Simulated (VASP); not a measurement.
# Ga3N4 (I4/mmm) in VASP: relaxation of cell and atoms with PBE

Aim: the relaxation of cell and atoms of Ga3N4 with PBE.

Program: VASP 6.6.1. These are calculated values, not measurements. Logs are shortened: lines on timing, memory, paths and dates and some standing lists are left out, and cuts for length are marked.

## Step 1: The cell of the first run

It takes space group I4/mmm (No. 139, tetragonal). The conventional cell has a = 4.420 Å, b = 4.420 Å, c = 8.749 Å, α = 90.00°, β = 90.00°, γ = 90.00°. Ga (site symmetry -4m2) has 6 N at 2.19 to 2.21 Å within 2.9 Å. Within 2.9 Å of Ga (site symmetry 4/mmm) lie 6 N at 2.21 to 2.24 Å. N (site symmetry mmm) has 4 Ga at 2.19 to 2.21 Å within 2.9 Å. Within 2.9 Å of N (site symmetry 4mm) lie 5 Ga at 2.21 to 2.24 Å.

## Step 2: Relaxation of cell and atoms, PBE, collinear spin, ferromagnetic start

File INCAR:

```
SYSTEM = Ga3N4
PREC = Accurate
ENCUT = 600
EDIFF = 1E-6
ISMEAR = 0
SIGMA = 0.1
LREAL = .False.
LASPH = .True.
NELM = 150
ALGO = Normal
ISIF = 3
LWAVE = .False.
LCHARG = .False.
ISPIN = 2
MAGMOM = 0 0 0 1 1 1 1
LORBIT = 11
GGA = PE
IBRION = 2
NSW = 90
EDIFFG = -0.04
```

File KPOINTS:

```
Automatic mesh
0
Gamma
  6 6 6
  0 0 0
```

File POSCAR:

```
Ga3N4
1.0
   -2.2101373800      2.2101373800      4.3746112500
    2.2101373800     -2.2101373800      4.3746112500
    2.2101373800      2.2101373800     -4.3746112500
Ga N
3 4
Direct
    0.2500000000      0.7500000000      0.5000000000
    0.5000000000      0.5000000000      0.0000000000
    0.7500000000      0.2500000000      0.5000000000
    0.0000000000      0.5000000000      0.5000000000
    0.2441151400      0.2441151400      0.0000000000
    0.5000000000      0.0000000000      0.5000000000
    0.7558848600      0.7558848600      0.0000000000
```

Potentials or basis: VASP PAW PBE potentials, release 64 (Ga_d, N).

On the command line:

```
> cat potpaw_PBE.64/Ga_d/POTCAR potpaw_PBE.64/N/POTCAR > POTCAR
> mpirun -np 1 vasp_std > vasp.out
```

OUTCAR:

```text
SYSTEM = Ga3N4
   PREC = Accurate
   ENCUT = 600
   EDIFF = 1E-6
   ISMEAR = 0
   LREAL = .False.
   LASPH = .True.
   NELM = 150
   ISIF = 3
   ISPIN = 2
   LORBIT = 11
   GGA = PE
   IBRION = 2
   NSW = 90
   EDIFFG = -0.04

 ion  position               nearest neighbor table
   1  0.250  0.750  0.500-   4 2.19   6 2.19   5 2.21   7 2.21   7 2.21   5 2.21
   2  0.500  0.500  0.000-   4 2.21   6 2.21   6 2.21   4 2.21   5 2.24   7 2.24
   3  0.750  0.250  0.500-   4 2.19   6 2.19   5 2.21   7 2.21   7 2.21   5 2.21
   4  0.000  0.500  0.500-   1 2.19   3 2.19   2 2.21   2 2.21
   5  0.244  0.244  0.000-   3 2.21   1 2.21   1 2.21   3 2.21   2 2.24
   6  0.500  0.000  0.500-   1 2.19   3 2.19   2 2.21   2 2.21
   7  0.756  0.756  0.000-   1 2.21   3 2.21   3 2.21   1 2.21   2 2.24

  LATTYP: Found a body centered tetragonal cell.
 ALAT       =     4.4202747600
 C/A-ratio  =     1.9793390626

  Lattice vectors:

 A1 = (  -2.2101373800,   2.2101373800,   4.3746112500)
 A2 = (   2.2101373800,  -2.2101373800,   4.3746112500)
 A3 = (   2.2101373800,   2.2101373800,  -4.3746112500)

Analysis of symmetry for initial positions (statically):
=====================================================================
 Subroutine PRICEL returns:
 Original cell was already a primitive cell.

 Routine SETGRP: Setting up the symmetry group for a
 body centered tetragonal supercell.

 Subroutine GETGRP returns: Found 16 space group operations
 (whereof 16 operations were pure point group operations)
 out of a pool of 16 trial point group operations.

The static configuration has the point symmetry D_4h.

Analysis of symmetry for dynamics (positions and initial velocities):
=====================================================================
 Subroutine PRICEL returns:
 Original cell was already a primitive cell.

 Routine SETGRP: Setting up the symmetry group for a
 body centered tetragonal supercell.

 Subroutine GETGRP returns: Found 16 space group operations
 (whereof 16 operations were pure point group operations)
 out of a pool of 16 trial point group operations.

The dynamic configuration has the point symmetry D_4h.

Analysis of structural, dynamic, and magnetic symmetry:
=====================================================================
 Subroutine PRICEL returns:
 Original cell was already a primitive cell.

 Routine SETGRP: Setting up the symmetry group for a
 body centered tetragonal supercell.

 Subroutine GETGRP returns: Found 16 space group operations
 (whereof 16 operations were pure point group operations)
 out of a pool of 16 trial point group operations.

The overall configuration has the point symmetry D_4h.

 Subroutine INISYM returns: Found 16 space group operations
 (whereof 16 operations are pure point group operations),
 and found     1 'primitive' translations

----------------------------------------------------------------------------------------

                                     Primitive cell

  volume of cell :      85.4748

  direct lattice vectors                    reciprocal lattice vectors
    -2.210137380  2.210137380  4.374611250     0.000000000  0.226230281  0.114295870
     2.210137380 -2.210137380  4.374611250     0.226230281  0.000000000  0.114295870
     2.210137380  2.210137380 -4.374611250     0.226230281  0.226230281  0.000000000

  length of vectors
     5.376489381  5.376489381  5.376489381     0.253463382  0.253463382  0.319937931

  position of ions in fractional coordinates (direct lattice)
     0.250000000  0.750000000  0.500000000
     0.500000000  0.500000000  0.000000000
     0.750000000  0.250000000  0.500000000
     0.000000000  0.500000000  0.500000000
     0.244115140  0.244115140  0.000000000
     0.500000000  0.000000000  0.500000000
     0.755884860  0.755884860  0.000000000

  ion indices of the primitive-cell ions
   primitive index   ion index
                 1           1
                 2           2
                 3           3
                 4           4
                 5           5
                 6           6
                 7           7

----------------------------------------------------------------------------------------

 KPOINTS: Automatic mesh

Automatic generation of k-mesh.
 Grid dimensions read from file:
 generate k-points for:    6    6    6

 Generating k-lattice:

  Cartesian coordinates                     Fractional coordinates (reciprocal lattice)
     0.000000000  0.037705047  0.019049312     0.166666667 -0.000000000  0.000000000
     0.037705047  0.000000000  0.019049312    -0.000000000  0.166666667  0.000000000
     0.037705047  0.037705047  0.000000000     0.000000000  0.000000000  0.166666667

  Length of vectors
     0.042243897  0.042243897  0.053322989

  Shift w.r.t. Gamma in fractional coordinates (k-lattice)
     0.000000000  0.000000000  0.000000000

 Subroutine IBZKPT returns following result:
 ===========================================

 Found     30 irreducible k-points:

 Following reciprocal coordinates:
            Coordinates               Weight
  0.000000  0.000000  0.000000      1.000000
  0.166667  0.000000 -0.000000      8.000000
  0.333333  0.000000  0.000000      8.000000
  0.500000  0.000000 -0.000000      4.000000
  0.166667  0.166667 -0.000000      8.000000
  0.333333  0.166667 -0.000000     16.000000
[... 16 lines left out ...]
 -0.333333 -0.333333  0.166667      8.000000
 -0.166667 -0.333333  0.166667      8.000000
 [... further k-points ...]
   k-points           NKPTS =     30   k-points in BZ     NKDIM =     30   number of bands    NBANDS=     37
   number of dos      NEDOS =    301   number of ions     NIONS =      7
   total plane-waves  NPLWV = 110592
   dimension x,y,z NGX =    48 NGY =   48 NGZ =   48
   dimension x,y,z NGXF=    96 NGYF=   96 NGZF=   96
   ions per type =               3   4
   NGX,Y,Z   is equivalent  to a cutoff of  14.84, 14.84, 14.84 a.u.
   NGXF,Y,Z  is equivalent  to a cutoff of  29.68, 29.68, 29.68 a.u.
 SYSTEM =  Ga3N4
   PREC   = accura    normal or accurate (medium, high low for compatibility)
   ISTART =      0    job   : 0-new  1-cont  2-samecut
   ICHARG =      2    charge: 1-file 2-atom 10-const
   ISPIN  =      2    spin polarized calculation?
   LNONCOLLINEAR =      F non collinear calculations
   LSORBIT =      F    spin-orbit coupling
   LASPH  =      T    aspherical Exc in radial PAW
   ENCUT  =  600.0 eV  44.10 Ry    6.64 a.u.  10.74 10.74 10.74*2*pi/ulx,y,z
   NELM   =    150;   NELMIN=  2; NELMDL= -5     # of ELM steps
   EDIFF  = 0.1E-05   stopping-criterion for ELM
   LREAL  =      F    real-space projection
   EDIFFG = -.4E-01   stopping-criterion for IOM
   NSW    =     90    number of steps for IOM
   IBRION =      2    ionic relax: 0-MD 1-quasi-New 2-CG
   NFREE  =      1    steps in history (QN), initial steepest desc. (CG)
   ISIF   =      3    stress and relaxation
   ISYM   =      2    0-nonsym 1-usesym 2-fastsym
   POTIM  = 0.5000    time-step for ionic-motion
   TEBEG  =    0.0;   TEEND  =   0.0 temperature during run
   PSTRESS=    0.0 pullay stress
   NELECT =      59.0000    total number of electrons
   NUPDOWN=      -1.0000    fix difference up-down
   EMIN   =  10.00;   EMAX   =-10.00  energy-range for DOS
   EFERMI =   0.00;   METHOD = LEGACY
   ISMEAR =     0;   SIGMA  =   0.10  broadening in eV -4-tet -1-fermi 0-gaus
   EFERMI_NEDOS =   21; number of points for ismear=-14 and -15
   IALGO  =     38    algorithm
   IMIX   =      4    mixing-type and parameters
     AMIX     =   0.40;   BMIX     =  1.00
     AMIX_MAG =   1.60;   BMIX_MAG =  1.00
  volume/ion in A,a.u.               =      12.21        82.40
  Fermi-wavevector in a.u.,A,eV,Ry     =   1.446814  2.734083 28.480695  2.093272
  Thomas-Fermi vector in A             =   2.564840
   LORBIT       =     11    0 simple, 1 ext, 2 COOP (PROOUT), +10 PAW based schemes
   GGA     = PE    functional components
   LHFCALC =     F    Hartree Fock is set to
   AEXX    =    0.0000 exact exchange contribution
   IVDW    =     0    specifies the selected vdW correction
   LEPSILON=     F    determine dielectric tensor
   LRPA    =     F    only Hartree local field effects (RPA)
 conjugate gradient relaxation of ions
 spin polarized calculation
 Gauss-broadening in eV      SIGMA  =   0.10
  energy-cutoff  :      600.00
  volume of cell :       85.47
 maximum number of plane-waves:      2881
 NGX is ok and might be reduce to    48
   NGX = 21   NGY = 21   NGZ = 21

--------------------------------------- Ionic step        1  -------------------------------------------

 number of electron      59.0000001 magnetization       2.9932953

 Free energy of the ion-electron system (eV)
  ---------------------------------------------------
  ext. energy  EPLUGINS =         0.00000000
  ---------------------------------------------------
  free energy    TOTEN  =       -36.48407021 eV

  energy without entropy =      -36.47549315  energy(sigma->0) =      -36.47978168

------------------------ aborting loop because EDIFF is reached ----------------------------------------

  FORCE on cell =-STRESS in cart. coord.  units (eV):
  Direction    XX          YY          ZZ          XY          YZ          ZX
  --------------------------------------------------------------------------------------
  -------------------------------------------------------------------------------------
  Total       -9.0401218     -9.0401218     -9.6083305      0.0000000     -0.0000000      0.0000000
  in kB     -169.4520668   -169.4520668   -180.1028219      0.0000000     -0.0000000      0.0000000
  external PRESSURE =    -173.0023185 kB  Pullay stress =       0.0000000 kB
[... 313 lines left out ...]
  energy  without entropy=      -37.3723430541  energy(sigma->0) =      -37.37892868

--------------------------------------- Ionic step        9  -------------------------------------------

 number of electron      59.0000012 magnetization       2.9166746

 Free energy of the ion-electron system (eV)
  ---------------------------------------------------
  ext. energy  EPLUGINS =         0.00000000
  ---------------------------------------------------
  free energy    TOTEN  =       -37.38664281 eV

  energy without entropy =      -37.37320890  energy(sigma->0) =      -37.37992586

 E-fermi :   5.1126     XC(G=0): -11.8513

 val. band max:        5.0971606268   @ k =  -0.1667   0.1667   0.1667
 cond. band min:       5.1152665305   @ k =  -0.1667   0.5000   0.1667
 fundamental gap:      0.0181059037
 Fermi energy:         5.1125856578

 spin component 1

 k-point     1 :       0.0000    0.0000    0.0000
  band No.  band energies     occupation
      1     -11.4926      1.00000
      2     -10.1068      1.00000
      3     -10.0568      1.00000
      4      -9.5079      1.00000
      5      -8.6619      1.00000
      6      -8.5538      1.00000
[... 949 lines left out ...]
     36      15.1261      0.00000
     37      15.2078      0.00000

 [... further k-points ...]

 spin component 2

 k-point     1 :       0.0000    0.0000    0.0000
  band No.  band energies     occupation
      1     -10.9427      1.00000
      2      -9.8414      1.00000
      3      -9.5878      1.00000
      4      -9.0211      1.00000
      5      -8.6633      1.00000
      6      -8.5306      1.00000
[... 985 lines left out ...]
  FREE ENERGIE OF THE ION-ELECTRON SYSTEM (eV)
  ---------------------------------------------------
  free  energy   TOTEN  =       -37.3866428135 eV

  energy  without entropy=      -37.3732089002  energy(sigma->0) =      -37.37992586

 reached required accuracy - stopping structural energy minimisation

 total charge

# of ion       s       p       d       tot
------------------------------------------
    1        0.716   0.717  10.162  11.595
    2        0.745   0.801  10.181  11.727
    3        0.716   0.717  10.162  11.595
    4        1.283   2.267   0.000   3.550
    5        1.263   2.386   0.000   3.648
    6        1.283   2.267   0.000   3.550
    7        1.263   2.386   0.000   3.648
--------------------------------------------------
tot          7.269  11.541  30.504  49.314

 magnetization (x)

# of ion       s       p       d       tot
------------------------------------------
    1       -0.021  -0.017   0.026  -0.013
    2       -0.023  -0.011   0.060   0.026
    3       -0.021  -0.017   0.026  -0.013
    4        0.024   0.733   0.000   0.757
    5        0.008   0.289   0.000   0.297
    6        0.024   0.733   0.000   0.757
    7        0.008   0.289   0.000   0.297
--------------------------------------------------
tot         -0.001   1.999   0.111   2.109
```

Wall time 25 min (1 thread of Intel Xeon 6975P-C (Granite Rapids), shared host); peak memory 0.53 GiB.

What came out:

- Free energy: -37.3866 eV
- Relaxed volume: 10.79 Å³/atom
- Relaxed cell: a = 5.199 Å, b = 5.199 Å, c = 5.199 Å, α = 132.24°, β = 132.24°, γ = 69.85°
- Space group after relaxing (to 0.05 Å): I4/mmm (No. 139)
- Energy gained by relaxing: 128.9 meV/atom
- Ionic steps: 9
- Pressure after relaxing: 0.2 GPa
- Largest force after relaxing: 0.011 eV/Å
- Net moment: 2.92 μB per cell
- Site moments: Ga -0.01, +0.03; N +0.76, +0.30 μB
- Valence electrons inside the program's atomic spheres: Ga 11.60, 11.73; N 3.55, 3.65

Forces in eV/Å, atoms in the order of the input:
```
Ga   0.000  0.000  0.000
Ga   0.000  0.000  0.000
Ga   0.000  0.000  0.000
N    0.000  0.000  0.000
N    0.000  0.000  0.011
N    0.000  0.000  0.000
N    0.000  0.000 -0.011
```

Stress tensor (GPa, compression positive):
```
0.25 0.00 0.00
0.00 0.25 0.00
0.00 0.00 0.17
```

Step by step:
```
step  energy change (eV)  largest force (eV/Å)  pressure (GPa)  volume (Å³)
   1              0.0000                1.5562          -17.30        85.47
   2             -0.6711                0.3438           11.97        70.18
   3             -0.8020                0.7759            1.19        74.02
   4             -0.8549                0.5078            0.99        74.45
   5             -0.8959                0.0130            0.86        75.18
   6             -0.8963                0.0767            0.72        75.26
   7             -0.9012                0.0403           -0.94        76.02
   8             -0.9014                0.0193           -0.54        75.88
   9             -0.9026                0.0109            0.22        75.52
```

Final structure:
```
CELL_PARAMETERS angstrom
-2.10461 2.10461 4.26249
2.10461 -2.10461 4.26249
2.10461 2.10461 -4.26249
ATOMIC_POSITIONS crystal
Ga 0.25000 0.75000 0.50000
Ga 0.50000 0.50000 0.00000
Ga 0.75000 0.25000 0.50000
N 0.00000 0.50000 0.50000
N 0.26367 0.26367 0.00000
N 0.50000 0.00000 0.50000
N 0.73633 0.73633 0.00000
```

Levels at points of the mesh, in eV from the Fermi level:
Spin up:
| k point | band 27 | band 28 | band 29 | band 30 | band 31 | band 32 | band 33 | band 34 | band 35 | band 36 |
| --- | --- | --- | --- | --- | --- | --- | --- | --- | --- | --- |
| (0.00, 0.00, 0.00) | -2.02 | -2.02 | -0.34 | -0.34 | -0.30 | 2.12 | 4.46 | 5.02 | 9.52 | 10.30 |
| (0.50, 0.00, 0.00) | -1.63 | -1.35 | -1.32 | -0.76 | -0.32 | 5.37 | 6.01 | 6.82 | 8.76 | 8.82 |
| (0.50, 0.50, 0.00) | -0.34 | -0.28 | -0.28 | -0.07 | -0.05 | 5.99 | 6.44 | 7.22 | 7.44 | 8.77 |
| (0.50, 0.50, 0.50) | -2.13 | -1.68 | -1.68 | -0.90 | -0.90 | 1.03 | 3.93 | 5.10 | 9.03 | 9.63 |
Spin down:
| k point | band 26 | band 27 | band 28 | band 29 | band 30 | band 31 |
| --- | --- | --- | --- | --- | --- | --- |
| (0.00, 0.00, 0.00) | -2.74 | -1.11 | -1.11 | 0.57 | 1.52 | 1.52 |
| (0.50, 0.00, 0.00) | -1.50 | -0.67 | -0.24 | 0.55 | 0.63 | 0.82 |
| (0.50, 0.50, 0.00) | 0.11 | 0.40 | 0.51 | 0.59 | 1.14 | 2.34 |
| (0.50, 0.50, 0.50) | -1.80 | -1.50 | -1.29 | -1.29 | 1.18 | 1.40 |
